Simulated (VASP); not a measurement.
Wanted: the native input for a VASP 6.6.1 run.

* Task: single point
* Functional: LDA
* Potentials or basis: VASP PAW PBE potentials, release 64 (Eu, O)
* Cutoff: 600 eV
* k mesh: 5 × 5 × 5
* Occupations: gaussian, width 0.05 eV
* Spin: collinear spin, antiferromagnetic start
* Starting moments: [7.0, -7.0, 0.0, 0.0] μB
* Hubbard terms: Eu f U = 6.0 eV
* Dipole correction: no
* Further INCAR settings: ALGO = Normal; EDIFF = 1e-06; NBANDS = 35

The structure of EuO lies in POSCAR:

```
EuO
1.0
    0.0000000000      2.5719519658      2.5719519658
    2.5719519658      0.0000000000      2.5719519658
    5.1439039316      5.1439039316      0.0000000000
Eu O
2 2
Direct
    0.5000000000      0.5000000000      0.2500000000
    0.5000000000      0.5000000000      0.7500000000
    0.0000000000      0.0000000000      0.0000000000
    0.0000000000      0.0000000000      0.5000000000
```

The input as run:

INCAR

```
SYSTEM = EuO
PREC     = Accurate       ! precision mode
ENCUT    = 600            ! plane-wave cutoff, eV
EDIFF    = 1E-6           ! SCF threshold, eV
ISMEAR   = 0              ! smearing method
SIGMA    = 0.05           ! smearing width, eV
LREAL    = .False.        ! projectors in reciprocal space
LASPH    = .True.         ! aspherical terms in the spheres
NELM     = 200            ! most SCF steps
ALGO     = Normal         ! electronic algorithm
ISIF     = 2              ! what is computed and relaxed
LWAVE    = .False.        ! write WAVECAR
LCHARG   = .True.         ! write CHGCAR
ISPIN    = 2              ! spin polarisation
MAGMOM   = 7 -7 0 0       ! initial moments
LORBIT   = 11             ! projections on sites
LMAXMIX  = 6              ! l up to which the mixer works
LDAU     = .True.         ! DFT+U
LDAUTYPE = 2            
LDAUL    = 3 -1           ! shell
LDAUU    = 6 0            ! U, eV
LDAUJ    = 0 0          
LDAUPRINT= 1            
GGA      = CA             ! functional
LELF     = .True.         ! ELF
LVHAR    = .True.       
NBANDS   = 35             ! bands
GGA_COMPAT= .False.
```

KPOINTS

```
Automatic mesh
0
Gamma
  5 5 5
  0 0 0
```

Potentials or basis: VASP PAW PBE potentials, release 64 (Eu, O).

Launch:

```sh
$ cat potpaw_PBE.64/Eu/POTCAR potpaw_PBE.64/O/POTCAR > POTCAR
$ mpirun -np 1 vasp_std > vasp.out
```

Results of the run:

```yaml
Pressure: -6.6 GPa
Band_gap_on_the_k_mesh: 0.59 eV
Net_moment: 0.00 μB per cell
Site_moments: Eu +6.72, -6.72; O +0.00 μB
Valence_electrons_inside_the_program's_atomic_spheres: Eu 14.88; O 4.92
```

Caveat: the cell stands under tension; the PAW data sets were made with another functional, which shifts forces and pressure a little; spin-orbit coupling is left out, which moves the levels of the heavy elements; an odd mesh through Γ misses points on the zone boundary, where band edges can lie.

Wall time 3.1 min on 1 thread of Intel(R) Xeon(R) 6975P-C (Granite Rapids), on a shared host, peak memory 0.25 GiB.
